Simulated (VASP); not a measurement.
# NbIn7As8 (F-43m) in VASP: single point with PBEsol

Aim: the single point of NbIn7As8 with PBEsol.

Everything below comes from runs of VASP 6.6.1. Logs are shortened: lines on timing, memory, paths and dates and some standing lists are left out, and cuts for length are marked.

### 1 The cell of the first run

It takes space group F-43m (No. 216, cubic). The conventional cell has a = 12.116 Å, b = 12.116 Å, c = 12.116 Å, α = 90.00°, β = 90.00°, γ = 90.00°. Nb (site symmetry -43m) has 4 As at 2.57 Å within 3.4 Å. Within 3.5 Å of In (site symmetry 2mm) lie 4 As at 2.62 to 2.64 Å. Within 3.5 Å of In (site symmetry -43m) lie 4 As at 2.62 Å. As (site symmetry 3m) has 1 Nb at 2.57 Å and 3 In at 2.64 Å within 3.4 Å. Within 3.5 Å of As (site symmetry 3m) lie 4 In at 2.62 Å.

### 2 Single point, PBEsol, collinear spin

File INCAR:

```
  ALGO = Normal
  EDIFF = 1E-6
  ENCUT = 500
  GGA = PS
  GGA_COMPAT = False
  ISIF = 2
  ISMEAR = 0
  ISPIN = 2
  LASPH = True
  LCHARG = False
  LMAXMIX = 4
  LORBIT = 11
  LREAL = False
  LWAVE = False
  MAGMOM = 2 0 0 0 0 0 0 0 0 0 0 0 0 0 0 0
  NBANDS = 90
  NELM = 200
  PREC = Accurate
  SIGMA = 0.05
```

File KPOINTS:

```
k-points
0
Gamma
  3 3 3
```

File POSCAR:

```
NbIn7As8
1.0
    0.0000000000      6.0580000000      6.0580000000
    6.0580000000      0.0000000000      6.0580000000
    6.0580000000      6.0580000000      0.0000000000
Nb In As
1 7 8
Direct
    1.0000000000      0.0000000000      0.0000000000
    0.9999597978      0.9999597978      0.5000402022
    0.9999597978      0.5000402022      0.9999597978
    0.9999597978      0.5000402022      0.5000402022
    0.5000402022      0.9999597978      0.9999597978
    0.5000402022      0.9999597978      0.5000402022
    0.5000402022      0.5000402022      0.9999597978
    0.5000000000      0.5000000000      0.5000000000
    0.1225682241      0.1225682241      0.1225682241
    0.1225682241      0.1225682241      0.6322953277
    0.1225682241      0.6322953277      0.1225682241
    0.1252568657      0.6249143781      0.6249143781
    0.6322953277      0.1225682241      0.1225682241
    0.6249143781      0.1252568657      0.6249143781
    0.6249143781      0.6249143781      0.1252568657
    0.6249143781      0.6249143781      0.6249143781
```

Potentials or basis: VASP PAW PBE potentials, release 64 (Nb_sv, In_d, As).

Launch:

```sh
$ cat potpaw_PBE.64/Nb_sv/POTCAR potpaw_PBE.64/In_d/POTCAR potpaw_PBE.64/As/POTCAR > POTCAR
$ mpirun -np 1 vasp_std > vasp.out
```

OUTCAR:

```text
EDIFF = 1E-6
   ENCUT = 500
   GGA = PS
   ISIF = 2
   ISMEAR = 0
   ISPIN = 2
   LASPH = True
   LORBIT = 11
   LREAL = False
   NELM = 200
   PREC = Accurate

 ion  position               nearest neighbor table
   1  0.000  0.000  0.000-  10 2.57  11 2.57  13 2.57   9 2.57
   2  1.000  1.000  0.500-  12 2.62  14 2.62   9 2.64  10 2.64
   3  1.000  0.500  1.000-  12 2.62  15 2.62   9 2.64  11 2.64
   4  1.000  0.500  0.500-  16 2.62  12 2.62  10 2.64  11 2.64
   5  0.500  1.000  1.000-  14 2.62  15 2.62   9 2.64  13 2.64
   6  0.500  1.000  0.500-  16 2.62  14 2.62  10 2.64  13 2.64
[... 8 lines left out ...]
  15  0.625  0.625  0.125-   8 2.62   5 2.62   3 2.62   7 2.62
  16  0.625  0.625  0.625-   8 2.62   6 2.62   7 2.62   4 2.62

  LATTYP: Found a face centered cubic cell.
 ALAT       =    12.1160000000

  Lattice vectors:

 A1 = (   0.0000000000,   6.0580000000,   6.0580000000)
 A2 = (   6.0580000000,   0.0000000000,   6.0580000000)
 A3 = (   6.0580000000,   6.0580000000,   0.0000000000)

Analysis of symmetry for initial positions (statically):
=====================================================================
 Subroutine PRICEL returns:
 Original cell was already a primitive cell.

 Routine SETGRP: Setting up the symmetry group for a
 face centered cubic supercell.

 Subroutine GETGRP returns: Found 24 space group operations
 (whereof 24 operations were pure point group operations)
 out of a pool of 48 trial point group operations.

The static configuration has the point symmetry T_d .

Analysis of symmetry for dynamics (positions and initial velocities):
=====================================================================
 Subroutine PRICEL returns:
 Original cell was already a primitive cell.

 Routine SETGRP: Setting up the symmetry group for a
 face centered cubic supercell.

 Subroutine GETGRP returns: Found 24 space group operations
 (whereof 24 operations were pure point group operations)
 out of a pool of 48 trial point group operations.

The dynamic configuration has the point symmetry T_d .

Analysis of structural, dynamic, and magnetic symmetry:
=====================================================================
 Subroutine PRICEL returns:
 Original cell was already a primitive cell.

 Routine SETGRP: Setting up the symmetry group for a
 face centered cubic supercell.

 Subroutine GETGRP returns: Found 24 space group operations
 (whereof 24 operations were pure point group operations)
 out of a pool of 48 trial point group operations.

The overall configuration has the point symmetry T_d .

 Subroutine INISYM returns: Found 24 space group operations
 (whereof 24 operations are pure point group operations),
 and found     1 'primitive' translations

----------------------------------------------------------------------------------------

                                     Primitive cell

  volume of cell :     444.6495

  direct lattice vectors                    reciprocal lattice vectors
     0.000000000  6.058000000  6.058000000    -0.082535490  0.082535490  0.082535490
     6.058000000  0.000000000  6.058000000     0.082535490 -0.082535490  0.082535490
     6.058000000  6.058000000  0.000000000     0.082535490  0.082535490 -0.082535490

  length of vectors
     8.567305761  8.567305761  8.567305761     0.142955663  0.142955663  0.142955663

  position of ions in fractional coordinates (direct lattice)
     0.000000000  0.000000000  0.000000000
     0.999959798  0.999959798  0.500040202
     0.999959798  0.500040202  0.999959798
     0.999959798  0.500040202  0.500040202
     0.500040202  0.999959798  0.999959798
     0.500040202  0.999959798  0.500040202
[... 8 lines left out ...]
     0.624914378  0.624914378  0.125256866
     0.624914378  0.624914378  0.624914378

  ion indices of the primitive-cell ions
   primitive index   ion index
                 1           1
                 2           2
                 3           3
[... 45 lines left out ...]
 -0.333333  0.333333  0.000000     12.000000
   k-points           NKPTS =      4   k-points in BZ     NKDIM =      4   number of bands    NBANDS=     90
   number of dos      NEDOS =    301   number of ions     NIONS =     16
   total plane-waves  NPLWV = 262144
   dimension x,y,z NGX =    64 NGY =   64 NGZ =   64
   dimension x,y,z NGXF=   128 NGYF=  128 NGZF=  128
   ions per type =               1   7   8
   NGX,Y,Z   is equivalent  to a cutoff of  12.42, 12.42, 12.42 a.u.
   NGXF,Y,Z  is equivalent  to a cutoff of  24.84, 24.84, 24.84 a.u.
 SYSTEM =  unknown system
   PREC   = accura    normal or accurate (medium, high low for compatibility)
   ISTART =      0    job   : 0-new  1-cont  2-samecut
   ICHARG =      2    charge: 1-file 2-atom 10-const
   ISPIN  =      2    spin polarized calculation?
   LNONCOLLINEAR =      F non collinear calculations
   LSORBIT =      F    spin-orbit coupling
   LASPH  =      T    aspherical Exc in radial PAW
   ENCUT  =  500.0 eV  36.75 Ry    6.06 a.u.  15.62 15.62 15.62*2*pi/ulx,y,z
   NELM   =    200;   NELMIN=  2; NELMDL= -5     # of ELM steps
   EDIFF  = 0.1E-05   stopping-criterion for ELM
   LREAL  =      F    real-space projection
   EDIFFG = 0.1E-04   stopping-criterion for IOM
   NSW    =      0    number of steps for IOM
   IBRION =     -1    ionic relax: 0-MD 1-quasi-New 2-CG
   NFREE  =      0    steps in history (QN), initial steepest desc. (CG)
   ISIF   =      2    stress and relaxation
   ISYM   =      2    0-nonsym 1-usesym 2-fastsym
   POTIM  = 0.5000    time-step for ionic-motion
   TEBEG  =    0.0;   TEEND  =   0.0 temperature during run
   PSTRESS=    0.0 pullay stress
   NELECT =     144.0000    total number of electrons
   NUPDOWN=      -1.0000    fix difference up-down
   EMIN   =  10.00;   EMAX   =-10.00  energy-range for DOS
   EFERMI =   0.00;   METHOD = LEGACY
   ISMEAR =     0;   SIGMA  =   0.05  broadening in eV -4-tet -1-fermi 0-gaus
   EFERMI_NEDOS =   21; number of points for ismear=-14 and -15
   IALGO  =     38    algorithm
   IMIX   =      4    mixing-type and parameters
     AMIX     =   0.40;   BMIX     =  1.00
     AMIX_MAG =   1.60;   BMIX_MAG =  1.00
  volume/ion in A,a.u.               =      27.79       187.54
  Fermi-wavevector in a.u.,A,eV,Ry     =   1.124233  2.124493 17.196406  1.263900
  Thomas-Fermi vector in A             =   2.260904
   LORBIT       =     11    0 simple, 1 ext, 2 COOP (PROOUT), +10 PAW based schemes
   GGA     = PS    functional components
   LHFCALC =     F    Hartree Fock is set to
   AEXX    =    0.0000 exact exchange contribution
   IVDW    =     0    specifies the selected vdW correction
   LEPSILON=     F    determine dielectric tensor
   LRPA    =     F    only Hartree local field effects (RPA)
 spin polarized calculation
 Gauss-broadening in eV      SIGMA  =   0.05
  energy-cutoff  :      500.00
  volume of cell :      444.65
 maximum number of plane-waves:     11286
 NGX is ok and might be reduce to    64
   NGX = 31   NGY = 31   NGZ = 31

 number of electron     143.9999930 magnetization       1.9259884

 Free energy of the ion-electron system (eV)
  ---------------------------------------------------
  ext. energy  EPLUGINS =         0.00000000
  ---------------------------------------------------
  free energy    TOTEN  =       -74.03096006 eV

  energy without entropy =      -74.02672669  energy(sigma->0) =      -74.02884337

 E-fermi :   4.8935     XC(G=0):  -9.2842

 val. band max:        4.7719842293   @ k =  -0.3333   0.3333   0.0000
 cond. band min:       4.8935295411   @ k =   0.3333   0.0000   0.0000
 fundamental gap:      0.1215453118
 Fermi energy:         4.8934735417

 spin component 1

 k-point     1 :       0.0000    0.0000    0.0000
  band No.  band energies     occupation
      1     -50.7817      1.00000
      2     -26.9516      1.00000
      3     -26.9516      1.00000
      4     -26.9516      1.00000
      5     -10.1711      1.00000
      6     -10.1711      1.00000
[... 337 lines left out ...]
     83       7.7568      0.00000
     84       7.8247      0.00000
 Fermi energy:         4.8934735417

 spin component 2

 k-point     1 :       0.0000    0.0000    0.0000
  band No.  band energies     occupation
      1     -50.0232      1.00000
      2     -26.0892      1.00000
      3     -26.0892      1.00000
      4     -26.0892      1.00000
      5     -10.1634      1.00000
      6     -10.1634      1.00000
[... 337 lines left out ...]
     83       7.8419      0.00000
     84       7.9261      0.00000
 [bands above 84 left out]

------------------------ aborting loop because EDIFF is reached ----------------------------------------

  FORCE on cell =-STRESS in cart. coord.  units (eV):
  Direction    XX          YY          ZZ          XY          YZ          ZX
  --------------------------------------------------------------------------------------
  -------------------------------------------------------------------------------------
  Total        0.8722244      0.8722244      0.8722244      0.0000000      0.0000000     -0.0000000
  in kB        3.1428309      3.1428309      3.1428309      0.0000000      0.0000000     -0.0000000
  external PRESSURE =       3.1428309 kB  Pullay stress =       0.0000000 kB

 VOLUME and BASIS-vectors are now :
 -----------------------------------------------------------------------------
  energy-cutoff  :      500.00
  volume of cell :      444.65
      direct lattice vectors                 reciprocal lattice vectors
     0.000000000  6.058000000  6.058000000    -0.082535490  0.082535490  0.082535490
     6.058000000  0.000000000  6.058000000     0.082535490 -0.082535490  0.082535490
     6.058000000  6.058000000  0.000000000     0.082535490  0.082535490 -0.082535490

 POSITION                                       TOTAL-FORCE (eV/Angst)
 -----------------------------------------------------------------------------------
      0.00000      0.00000      0.00000        -0.000000     -0.000000     -0.000000
      9.08700      9.08700     12.11551        -0.000000     -0.000000     -0.064585
      9.08700     12.11551      9.08700        -0.000000     -0.064585     -0.000000
      6.05849      9.08700      9.08700         0.064585     -0.000000     -0.000000
     12.11551      9.08700      9.08700        -0.064585     -0.000000     -0.000000
      9.08700      6.05849      9.08700        -0.000000      0.064585     -0.000000
[... 8 lines left out ...]
      4.54454      4.54454      7.57146         0.002451      0.002451     -0.002451
      7.57146      7.57146      7.57146        -0.002451     -0.002451     -0.002451
 -----------------------------------------------------------------------------------
    total drift:                                0.000000      0.000000     -0.000000

  FREE ENERGIE OF THE ION-ELECTRON SYSTEM (eV)
  ---------------------------------------------------
  free  energy   TOTEN  =       -74.0309600585 eV

  energy  without entropy=      -74.0267266900  energy(sigma->0) =      -74.02884337

 total charge

# of ion       s       p       d       tot
------------------------------------------
    1        2.179   5.961   2.495  10.635
    2        0.856   0.716   9.886  11.458
    3        0.856   0.716   9.886  11.458
    4        0.856   0.716   9.886  11.458
    5        0.856   0.716   9.886  11.458
    6        0.856   0.716   9.886  11.458
[... 8 lines left out ...]
   15        1.224   1.559   0.022   2.805
   16        1.224   1.559   0.022   2.805
--------------------------------------------------
tot         17.945  23.496  71.898 113.340

 magnetization (x)

# of ion       s       p       d       tot
------------------------------------------
    1        0.014   0.008   1.137   1.159
    2        0.017   0.010   0.000   0.028
    3        0.017   0.010   0.000   0.028
    4        0.017   0.010   0.000   0.028
    5        0.017   0.010   0.000   0.028
    6        0.017   0.010   0.000   0.028
[... 8 lines left out ...]
   15        0.002   0.005   0.000   0.007
   16        0.002   0.005   0.000   0.007
--------------------------------------------------
tot          0.122   0.005   1.173   1.300
```

Wall time 12 min (1 thread of Intel Xeon 8259CL, shared host); peak memory 0.91 GiB.

Results:

```
Free energy                                           : -74.0310 eV
Pressure                                              : 0.3 GPa
Largest force                                         : 0.413 eV/Å
Net moment                                            : 1.93 μB per cell
Site moments                                          : Nb +1.16; In +0.03, -0.00 (each value once); As -0.01, +0.01 (each value once) μB
Valence electrons inside the program's atomic spheres : Nb 10.63; In 11.46, 11.47 (each value once); As 2.82, 2.81 (each value once)
```

Forces on the atoms (eV/Å):
```
Nb   0.000  0.000  0.000
In   0.000  0.000 -0.065
In   0.000 -0.065  0.000
In   0.065  0.000  0.000
In  -0.065  0.000  0.000
In   0.000  0.065  0.000
In   0.000  0.000  0.065
In   0.000  0.000  0.000
As  -0.239 -0.239 -0.239
As   0.239  0.239 -0.239
As   0.239 -0.239  0.239
As  -0.002  0.002  0.002
As  -0.239  0.239  0.239
As   0.002 -0.002  0.002
As   0.002  0.002 -0.002
As  -0.002 -0.002 -0.002
```

Caveat: the PAW data sets were made with another functional, which shifts forces and pressure a little; spin-orbit coupling is left out, which moves the levels of the heavy elements.
